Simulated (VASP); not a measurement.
# Sb2Br3 (R-3m) in VASP: single point with PBE

Aim: the single point of Sb2Br3 with PBE.

Program: VASP 6.6.1. These are calculated values, not measurements. Logs are shortened: lines on timing, memory, paths and dates and some standing lists are left out, and cuts for length are marked.

### 1 The cell of the first run

It takes space group R-3m (No. 166, trigonal). Conventional cell: a = 4.774 Å, b = 4.774 Å, c = 26.737 Å, α = 90.00°, β = 90.00°, γ = 120.00°. Within 4.0 Å of Sb (site symmetry 3m) lie 7 Br at 3.05 to 3.97 Å and 3 Sb at 3.80 Å. Br (site symmetry -3m) has 6 Sb at 3.05 Å and 6 Br at 3.83 Å within 4.0 Å. Br (site symmetry 3m) has 4 Sb at 3.07 to 3.97 Å and 3 Br at 3.83 Å within 4.0 Å.

### 2 Single point, PBE

The input, INCAR:

```
ALGO = Fast ; EDIFF = 1E-7
ENCUT = 520 ; GGA = PE
ISIF = 2 ; ISMEAR = 0
LASPH = T ; LCHARG = F
LREAL = F ; LWAVE = F
NBANDS = 24 ; NELM = 80
PREC = Accurate ; SIGMA = 0.1
```

The input, KPOINTS:

```
k-points
0
Gamma
  6 6 6
```

The input, POSCAR:

```
Sb2Br3
1.0
    2.3869192966      1.3780884984      8.9124842011
   -2.3869192966      1.3780884984      8.9124842011
    0.0000000000     -2.7561769969      8.9124842011
Sb Br
2 3
Direct
    0.3821366449      0.3821366449      0.3821366449
    0.6178633551      0.6178633551      0.6178633551
    0.0000000000      0.0000000000      0.0000000000
    0.2336613672      0.2336613672      0.2336613672
    0.7663386328      0.7663386328      0.7663386328
```

Potentials or basis: VASP PAW PBE potentials, release 64 (Sb, Br).

Launch:

```bash
> cat potpaw_PBE.64/Sb/POTCAR potpaw_PBE.64/Br/POTCAR > POTCAR
> mpirun -np 1 vasp_std > vasp.out
```

OUTCAR:

```text
EDIFF = 1E-7
   ENCUT = 520
   GGA = PE
   ISIF = 2
   ISMEAR = 0
   LASPH = T
   LREAL = F
   NELM = 80
   PREC = Accurate

 ion  position               nearest neighbor table
   1  0.382  0.382  0.382-   3 3.05   3 3.05   3 3.05   5 3.07   5 3.07   5 3.07
   2  0.618  0.618  0.618-   3 3.05   3 3.05   3 3.05   4 3.07   4 3.07   4 3.07
   3  0.000  0.000  0.000-   2 3.05   2 3.05   1 3.05   1 3.05   2 3.05   1 3.05
   4  0.234  0.234  0.234-   2 3.07   2 3.07   2 3.07
   5  0.766  0.766  0.766-   1 3.07   1 3.07   1 3.07

  LATTYP: Found a trigonal (rhomboedric) cell.
 ALAT       =     9.3289273913
 COS(alpha) =     0.8690691339

  Lattice vectors:

 A1 = (   2.3869192966,   1.3780884984,   8.9124842011)
 A2 = (  -2.3869192966,   1.3780884984,   8.9124842011)
 A3 = (   0.0000000000,  -2.7561769969,   8.9124842011)

Analysis of symmetry for initial positions (statically):
=====================================================================
 Subroutine PRICEL returns:
 Original cell was already a primitive cell.

 Routine SETGRP: Setting up the symmetry group for a
 trigonal (rhombohedral) supercell.

 Subroutine GETGRP returns: Found 12 space group operations
 (whereof 12 operations were pure point group operations)
 out of a pool of 12 trial point group operations.

The static configuration has the point symmetry D_3d.

Analysis of symmetry for dynamics (positions and initial velocities):
=====================================================================
 Subroutine PRICEL returns:
 Original cell was already a primitive cell.

 Routine SETGRP: Setting up the symmetry group for a
 trigonal (rhombohedral) supercell.

 Subroutine GETGRP returns: Found 12 space group operations
 (whereof 12 operations were pure point group operations)
 out of a pool of 12 trial point group operations.

The dynamic configuration has the point symmetry D_3d.

 Subroutine INISYM returns: Found 12 space group operations
 (whereof 12 operations are pure point group operations),
 and found     1 'primitive' translations

----------------------------------------------------------------------------------------

                                     Primitive cell

  volume of cell :     175.8996

  direct lattice vectors                    reciprocal lattice vectors
     2.386919297  1.378088498  8.912484201     0.209475034  0.120940467  0.037400721
    -2.386919297  1.378088498  8.912484201    -0.209475034  0.120940467  0.037400721
     0.000000000 -2.756176997  8.912484201     0.000000000 -0.241880934  0.037400721

  length of vectors
     9.328927391  9.328927391  9.328927391     0.244755389  0.244755389  0.244755389

  position of ions in fractional coordinates (direct lattice)
     0.382136645  0.382136645  0.382136645
     0.617863355  0.617863355  0.617863355
     0.000000000  0.000000000  0.000000000
     0.233661367  0.233661367  0.233661367
     0.766338633  0.766338633  0.766338633

  ion indices of the primitive-cell ions
   primitive index   ion index
                 1           1
                 2           2
                 3           3
                 4           4
                 5           5

----------------------------------------------------------------------------------------

 KPOINTS: k-points

Automatic generation of k-mesh.
 Grid dimensions read from file:
 generate k-points for:    6    6    6

 Generating k-lattice:

  Cartesian coordinates                     Fractional coordinates (reciprocal lattice)
     0.034912506  0.020156745  0.006233453     0.166666667  0.000000000 -0.000000000
    -0.034912506  0.020156745  0.006233453     0.000000000  0.166666667 -0.000000000
     0.000000000 -0.040313489  0.006233453     0.000000000  0.000000000  0.166666667

  Length of vectors
     0.040792565  0.040792565  0.040792565

  Shift w.r.t. Gamma in fractional coordinates (k-lattice)
     0.000000000  0.000000000  0.000000000

 Subroutine IBZKPT returns following result:
 ===========================================

 Found     32 irreducible k-points:

 Following reciprocal coordinates:
            Coordinates               Weight
  0.000000  0.000000  0.000000      1.000000
  0.166667 -0.000000  0.000000      6.000000
  0.333333 -0.000000  0.000000      6.000000
  0.500000 -0.000000  0.000000      3.000000
  0.166667  0.166667  0.000000      6.000000
  0.333333  0.166667  0.000000     12.000000
[... 16 lines left out ...]
  0.500000  0.500000  0.166667      6.000000
 -0.333333  0.500000  0.166667     12.000000
 [... further k-points ...]
   k-points           NKPTS =     32   k-points in BZ     NKDIM =     32   number of bands    NBANDS=     24
   number of dos      NEDOS =    301   number of ions     NIONS =      5
   total plane-waves  NPLWV = 343000
   dimension x,y,z NGX =    70 NGY =   70 NGZ =   70
   dimension x,y,z NGXF=   140 NGYF=  140 NGZF=  140
   ions per type =               2   3
   NGX,Y,Z   is equivalent  to a cutoff of  12.47, 12.47, 12.47 a.u.
   NGXF,Y,Z  is equivalent  to a cutoff of  24.95, 24.95, 24.95 a.u.
 SYSTEM =  unknown system
   PREC   = accura    normal or accurate (medium, high low for compatibility)
   ISTART =      0    job   : 0-new  1-cont  2-samecut
   ICHARG =      2    charge: 1-file 2-atom 10-const
   ISPIN  =      1    spin polarized calculation?
   LNONCOLLINEAR =      F non collinear calculations
   LSORBIT =      F    spin-orbit coupling
   LASPH  =      T    aspherical Exc in radial PAW
   ENCUT  =  520.0 eV  38.22 Ry    6.18 a.u.  17.35 17.35 17.35*2*pi/ulx,y,z
   NELM   =     80;   NELMIN=  2; NELMDL= -5     # of ELM steps
   EDIFF  = 0.1E-06   stopping-criterion for ELM
   LREAL  =      F    real-space projection
   EDIFFG = 0.1E-05   stopping-criterion for IOM
   NSW    =      0    number of steps for IOM
   IBRION =     -1    ionic relax: 0-MD 1-quasi-New 2-CG
   NFREE  =      0    steps in history (QN), initial steepest desc. (CG)
   ISIF   =      2    stress and relaxation
   ISYM   =      2    0-nonsym 1-usesym 2-fastsym
   POTIM  = 0.5000    time-step for ionic-motion
   TEBEG  =    0.0;   TEEND  =   0.0 temperature during run
   PSTRESS=    0.0 pullay stress
   NELECT =      31.0000    total number of electrons
   NUPDOWN=      -1.0000    fix difference up-down
   EMIN   =  10.00;   EMAX   =-10.00  energy-range for DOS
   EFERMI =   0.00;   METHOD = LEGACY
   ISMEAR =     0;   SIGMA  =   0.10  broadening in eV -4-tet -1-fermi 0-gaus
   EFERMI_NEDOS =   21; number of points for ismear=-14 and -15
   IALGO  =     68    algorithm
   IMIX   =      4    mixing-type and parameters
     AMIX     =   0.40;   BMIX     =  1.00
     AMIX_MAG =   1.60;   BMIX_MAG =  1.00
  volume/ion in A,a.u.               =      35.18       237.41
  Fermi-wavevector in a.u.,A,eV,Ry     =   0.917854  1.734493 11.462318  0.842457
  Thomas-Fermi vector in A             =   2.042870
   LORBIT       =      0    0 simple, 1 ext, 2 COOP (PROOUT), +10 PAW based schemes
   GGA     = PE    functional components
   LHFCALC =     F    Hartree Fock is set to
   AEXX    =    0.0000 exact exchange contribution
   IVDW    =     0    specifies the selected vdW correction
   LEPSILON=     F    determine dielectric tensor
   LRPA    =     F    only Hartree local field effects (RPA)
 non-spin polarized calculation
 RMM-DIIS sequential band-by-band and
 Gauss-broadening in eV      SIGMA  =   0.10
  energy-cutoff  :      520.00
  volume of cell :      175.90
 maximum number of plane-waves:      4761
 NGX is ok and might be reduce to    70
   NGX = 35   NGY = 35   NGZ = 35

 number of electron      31.0000001 magnetization

 Free energy of the ion-electron system (eV)
  ---------------------------------------------------
  ext. energy  EPLUGINS =         0.00000000
  ---------------------------------------------------
  free energy    TOTEN  =       -13.33146696 eV

  energy without entropy =      -13.32241563  energy(sigma->0) =      -13.32694129

 E-fermi :   3.1271     XC(G=0):  -8.0337

 val. band max:        3.1108453937   @ k =  -0.1667   0.1667   0.0000
 cond. band min:       3.1398469763   @ k =  -0.1667   0.1667   0.0000
 fundamental gap:      0.0290015827
 Fermi energy:         3.1270858051

 k-point     1 :       0.0000    0.0000    0.0000
  band No.  band energies     occupation
      1     -13.7416      2.00000
      2     -12.2578      2.00000
      3     -12.2114      2.00000
      4      -5.9680      2.00000
      5      -5.8631      2.00000
      6      -1.9953      2.00000
[... 16 lines left out ...]
     23       8.0186      0.00000
     24       9.2442      0.00000

 k-point     2 :       0.1667   -0.0000    0.0000
  band No.  band energies     occupation
      1     -13.6794      2.00000
      2     -12.2282      2.00000
      3     -12.1961      2.00000
      4      -6.2790      2.00000
      5      -5.9480      2.00000
      6      -2.2753      2.00000
[... 16 lines left out ...]
     23       8.3455      0.00000
     24       9.0783      0.00000

 k-point     3 :       0.3333   -0.0000    0.0000
  band No.  band energies     occupation
      1     -13.5466      2.00000
      2     -12.1698      2.00000
      3     -12.1630      2.00000
      4      -6.8432      2.00000
      5      -6.1036      2.00000
      6      -2.6673      2.00000
[... 16 lines left out ...]
     23       9.0790      0.00000
     24       9.2773      0.00000
[... 514 lines left out ...]
 k-point    23 :       0.5000    0.5000    0.1667
  band No.  band energies     occupation
      1     -13.5463      2.00000
      2     -12.1890      2.00000
      3     -12.1442      2.00000
      4      -6.8437      2.00000
      5      -6.1042      2.00000
      6      -2.6718      2.00000
[... 16 lines left out ...]
     23       9.2538      0.00000
     24       9.3269      0.00000

 k-point    24 :      -0.3333    0.5000    0.1667
  band No.  band energies     occupation
      1     -13.4772      2.00000
      2     -12.1524      2.00000
      3     -12.1311      2.00000
      4      -6.9753      2.00000
      5      -6.3932      2.00000
      6      -2.7310      2.00000
[... 16 lines left out ...]
     23       9.3163      0.00000
     24       9.7278      0.00000

 [... further k-points ...]

------------------------ aborting loop because EDIFF is reached ----------------------------------------

  FORCE on cell =-STRESS in cart. coord.  units (eV):
  Direction    XX          YY          ZZ          XY          YZ          ZX
  --------------------------------------------------------------------------------------
  -------------------------------------------------------------------------------------
  Total        0.1733172      0.1733172     -0.1805919      0.0000000      0.0000000      0.0000000
  in kB        1.5786552      1.5786552     -1.6449169      0.0000000      0.0000000      0.0000000
  external PRESSURE =       0.5041312 kB  Pullay stress =       0.0000000 kB

 VOLUME and BASIS-vectors are now :
 -----------------------------------------------------------------------------
  energy-cutoff  :      520.00
  volume of cell :      175.90
      direct lattice vectors                 reciprocal lattice vectors
     2.386919297  1.378088498  8.912484201     0.209475034  0.120940467  0.037400721
    -2.386919297  1.378088498  8.912484201    -0.209475034  0.120940467  0.037400721
     0.000000000 -2.756176997  8.912484201     0.000000000 -0.241880934  0.037400721

 POSITION                                       TOTAL-FORCE (eV/Angst)
 -----------------------------------------------------------------------------------
      0.00000     -0.00000     10.21736         0.000000     -0.000000      0.000438
      0.00000     -0.00000     16.52009         0.000000      0.000000     -0.000438
      0.00000      0.00000      0.00000         0.000000     -0.000000      0.000000
      0.00000     -0.00000      6.24751         0.000000     -0.000000      0.017860
      0.00000     -0.00000     20.48994         0.000000      0.000000     -0.017860
 -----------------------------------------------------------------------------------
    total drift:                                0.000000     -0.000000      0.000000

  FREE ENERGIE OF THE ION-ELECTRON SYSTEM (eV)
  ---------------------------------------------------
  free  energy   TOTEN  =       -13.3314669573 eV

  energy  without entropy=      -13.3224156301  energy(sigma->0) =      -13.32694129
```

Run time: 10 min. Hardware: 1 thread of Oxide Virtual Turin-like, shared host; peak memory 0.71 GiB.

Results:

```yaml
Free_energy: -13.3315 eV
Pressure: 0.1 GPa
Largest_force: 0.018 eV/Å
Band_gap_on_the_k_mesh: zero (an odd number of electrons rules out a gap without spin polarisation)
```

Forces in eV/Å, atoms in the order of the input:
```
Sb   0.000  0.000  0.000
Sb   0.000  0.000  0.000
Br   0.000  0.000  0.000
Br   0.000  0.000  0.018
Br   0.000  0.000 -0.018
```

Levels at points of the mesh, in eV from the Fermi level:
| k point | band 11 | band 12 | band 13 | band 14 | band 15 | band 16 | band 17 | band 18 | band 19 | band 20 |
| --- | --- | --- | --- | --- | --- | --- | --- | --- | --- | --- |
| (0.00, 0.00, 0.00) | -3.50 | -3.50 | -3.09 | -2.72 | -1.74 | -0.91 | -0.91 | 0.43 | 1.41 | 1.41 |
| (0.50, 0.00, 0.00) | -3.55 | -3.28 | -2.88 | -2.50 | -0.76 | 0.71 | 0.76 | 1.54 | 1.71 | 1.99 |
| (0.50, 0.50, 0.00) | -3.57 | -3.37 | -3.12 | -2.40 | -0.64 | 0.74 | 0.82 | 1.49 | 1.66 | 2.03 |
| (0.50, 0.50, 0.50) | -3.54 | -3.54 | -3.13 | -2.55 | -1.75 | -0.87 | -0.87 | 0.23 | 1.35 | 1.35 |

Caveat: spin-orbit coupling is left out, which moves the levels of the heavy elements; an odd number of electrons without spin polarisation forces a metal; a magnetic or distorted state may lie lower.

The gap in the log of VASP goes by the Fermi energy; the results here count the filled bands.